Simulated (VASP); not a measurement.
# Al27Au in VASP: notebook, part 2 of 2

VASP 6.6.1. The steps go on from the part before.

### 4 Single point, LDA

INCAR reads:

```
ALGO     = Normal         # electronic algorithm
EDIFF    = 1E-6           # SCF threshold, eV
ENCUT    = 520            # plane-wave cutoff, eV
GGA      = CA             # functional
ISIF     = 2              # what is computed and relaxed
ISMEAR   = -1             # smearing method
LASPH    = True           # aspherical terms in the spheres
LCHARG   = False          # write CHGCAR
LREAL    = Auto         
LWAVE    = False          # write WAVECAR
NBANDS   = 66             # bands
NELM     = 100            # most SCF steps
PREC     = Accurate       # precision mode
SIGMA    = 0.05           # smearing width, eV
```

KPOINTS reads:

```
k-points
0
Gamma
  4 4 1
```

POSCAR reads:

```
Al27Au
1.0
    8.5913470000      0.0000000000      0.0000000000
    4.2956740000      7.4403250000      0.0000000000
    0.0000000000      0.0000000000     17.6765370000
Al Au
27 1
Direct
    0.1111110703      0.1111111410      0.0565722234
    0.4444443648      0.1111111410      0.0565722234
    0.7777777758      0.1111111410      0.0565722234
    0.1111110539      0.4444444295      0.0565722234
    0.4444443484      0.4444444295      0.0565722234
    0.7777777594      0.4444444295      0.0565722234
    0.1111110867      0.7777778524      0.0565722234
    0.4444443812      0.7777778524      0.0565722234
    0.7777777922      0.7777778524      0.0565722234
   -0.1110700840      0.2226699775      0.1830920842
    0.2229691244      0.2227242762      0.1841781566
    0.5546595728      0.2227820693      0.1841493048
   -0.1106739470      0.5565141308      0.1841525294
    0.2222519819      0.5553200969      0.1839790226
    0.5543161540      0.5563877922      0.1840881503
   -0.1105362729      0.8880977645      0.1840577710
    0.2227284013      0.8878928004      0.1840229226
    0.5555753379      0.8889118419      0.1910787730
   -0.0002164295      0.0010276433      0.3106997145
    0.3098954908      0.0112513902      0.3146595965
    0.6789547897      0.0117231438      0.3144971212
   -0.0001008604      0.3337570603      0.3109431446
    0.3326599959      0.3350446385      0.3121473397
    0.6670651315      0.3336831388      0.3108284728
    0.0020247006      0.6660268201      0.3119865050
    0.3319992161      0.6656800610      0.3118968382
    0.6778295125      0.6439609829      0.3149364607
    0.5553878906      0.8905459103      0.4063659075
```

Potentials or basis: VASP PAW LDA potentials, release 64 (Al, Au).

Command:

```
cat potpaw_LDA.64/Al/POTCAR potpaw_LDA.64/Au/POTCAR > POTCAR
mpirun -np 1 vasp_std > vasp.out
```

OUTCAR:

```text
EDIFF = 1E-6
   ENCUT = 520
   GGA = CA
   ISIF = 2
   ISMEAR = -1
   LASPH = True
   LREAL = Auto
   NELM = 100
   PREC = Accurate

 ion  position               nearest neighbor table
   1  0.111  0.111  0.057-  10 2.78  17 2.80  11 2.80   3 2.86   2 2.86   4 2.86   6 2.86   8 2.86
                             7 2.86
   2  0.444  0.111  0.057-  11 2.79  12 2.79   1 2.86   5 2.86   4 2.86   8 2.86   9 2.86   3 2.86
                            18 2.90
   3  0.778  0.111  0.057-  10 2.78  16 2.80  12 2.80   1 2.86   6 2.86   7 2.86   9 2.86   5 2.86
                             2 2.86
   4  0.111  0.444  0.057-  14 2.79  13 2.79  11 2.79   6 2.86   5 2.86   1 2.86   2 2.86   9 2.86
[... 894 lines left out ...]
  in kB      -17.6864670    -17.8466454      0.5764733      0.0439334     -0.0615843     -0.0326474
  external PRESSURE =     -11.6522130 kB  Pullay stress =       0.0000000 kB

 VOLUME and BASIS-vectors are now :
 -----------------------------------------------------------------------------
  energy-cutoff  :      520.00
  volume of cell :     1129.93
      direct lattice vectors                 reciprocal lattice vectors
     8.591347000  0.000000000  0.000000000     0.116396183 -0.067201373  0.000000000
     4.295674000  7.440325000  0.000000000     0.000000000  0.134402731  0.000000000
     0.000000000  0.000000000 17.676537000     0.000000000  0.000000000  0.056572167

 POSITION                                       TOTAL-FORCE (eV/Angst)
 -----------------------------------------------------------------------------------
      1.43189      0.82670      1.00000         0.028058     -0.010734     -0.024051
      4.29567      0.82670      1.00000         0.000724     -0.025692      0.068810
      7.15946      0.82670      1.00000        -0.025445     -0.010965     -0.023320
      2.86378      3.30681      1.00000         0.031762      0.019496     -0.067500
      5.72756      3.30681      1.00000        -0.031191      0.019110     -0.068733
      8.59135      3.30681      1.00000         0.001505      0.031354     -0.024918
[... 20 lines left out ...]
      8.58971      4.79128      5.56699         0.003484     -0.018463     -0.014982
      8.59703      6.62595      7.18314        -0.005370     -0.008116      0.060516
 -----------------------------------------------------------------------------------
    total drift:                               -0.003841     -0.010692      0.001395

  FREE ENERGIE OF THE ION-ELECTRON SYSTEM (eV)
  ---------------------------------------------------
  free  energy   TOTEN  =      -109.6352394867 eV

  energy  without entropy=     -109.5164572243  energy(sigma->0) =     -109.57584836
```

OSZICAR:

```text
N       E                     dE             d eps       ncg     rms          rms(c)
DAV:   1     0.319775347234E+03    0.31978E+03   -0.28946E+04  1320   0.102E+03
DAV:   2    -0.835962038312E+02   -0.40337E+03   -0.37816E+03  1678   0.172E+02
DAV:   3    -0.115753182571E+03   -0.32157E+02   -0.30643E+02  1816   0.423E+01
[... 15 lines left out ...]
DAV:  19    -0.109635179831E+03   -0.41669E-03   -0.56816E-05  1540   0.150E-02    0.764E-03
DAV:  20    -0.109635216513E+03   -0.36682E-04   -0.32351E-06  1440   0.647E-03    0.521E-03
DAV:  21    -0.109635234055E+03   -0.17542E-04   -0.44938E-06  1406   0.908E-03    0.948E-04
DAV:  22    -0.109635238934E+03   -0.48782E-05   -0.10103E-06  1088   0.273E-03    0.806E-04
DAV:  23    -0.109635239487E+03   -0.55316E-06   -0.13329E-07  1032   0.125E-03
   1 F= -.10963524E+03 E0= -.10957585E+03  d E =-.118782E+00
```

It took 23 min on 1 thread of Intel Xeon Platinum 8488C (Sapphire Rapids), shared host; peak memory 0.99 GiB.

What came out:

- Free energy: -109.6352 eV
- Largest force: 0.081 eV/Å
- Band gap on the k mesh: zero (bands 46 and 47 overlap by 0.32 eV)

Forces in eV/Å, atoms in the order of the input:
```
Al   0.028 -0.011 -0.024
Al   0.001 -0.026  0.069
Al  -0.025 -0.011 -0.023
Al   0.032  0.019 -0.068
Al  -0.031  0.019 -0.069
Al   0.002  0.031 -0.025
Al   0.000 -0.039 -0.071
Al   0.024  0.013  0.062
Al  -0.022  0.014  0.065
Al   0.001  0.001  0.003
Al  -0.021 -0.003  0.001
Al   0.016 -0.001 -0.002
Al  -0.015 -0.019  0.006
Al   0.003  0.003 -0.003
Al   0.014 -0.018  0.007
Al   0.007  0.014 -0.001
Al  -0.007  0.017  0.003
Al   0.000  0.001  0.007
Al  -0.005  0.013  0.002
Al  -0.017  0.018 -0.012
Al   0.026  0.020 -0.012
Al  -0.018 -0.013 -0.007
Al  -0.002 -0.019  0.013
Al   0.012 -0.014 -0.003
Al  -0.018  0.006  0.017
Al   0.021  0.009  0.018
Al   0.003 -0.018 -0.015
Au  -0.005 -0.008  0.061
```

Caveat: spin-orbit coupling is left out, which moves the levels of the heavy elements.
